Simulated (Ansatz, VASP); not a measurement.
## One calculation of BiTe, two programs

```
Bi Te
1.0
     0.00000    3.25817    3.25817
     3.25817    0.00000    3.25817
     3.25817    3.25817    0.00000
Bi Te
1 1
Direct
  0.50000 0.50000 0.50000
  0.00000 0.00000 0.00000
```

Alike in both runs: task single point; functional revPBE; k mesh 6 × 6 × 6; occupations gaussian, width 0.05 eV; no spin polarisation.

```csv
,VASP,Ansatz
version,VASP 6.6.1,Ansatz 0.2.0
potentials or method,"VASP PAW PBE potentials, release 64 (Bi_d, Te), cutoff 520 eV","scalar-relativistic, plane waves, PAW"
valence electrons in the cell,21,31
```

VASP gave:

- gap on the k mesh at the Fermi level (eV): none
- pressure (GPa): 0.8

What did Ansatz give for the same quantities?

gap on the k mesh at the Fermi level (eV): none; pressure (GPa): 0.9.

VASP's potentials were made for PBE, not for revPBE. A gap of «none» marks a metal or a gap that the smearing closes. VASP's potentials hold 21 valence electrons a cell and Ansatz's 31, so a difference there can come from the potentials and not from the codes.

Spin-orbit coupling is off throughout.
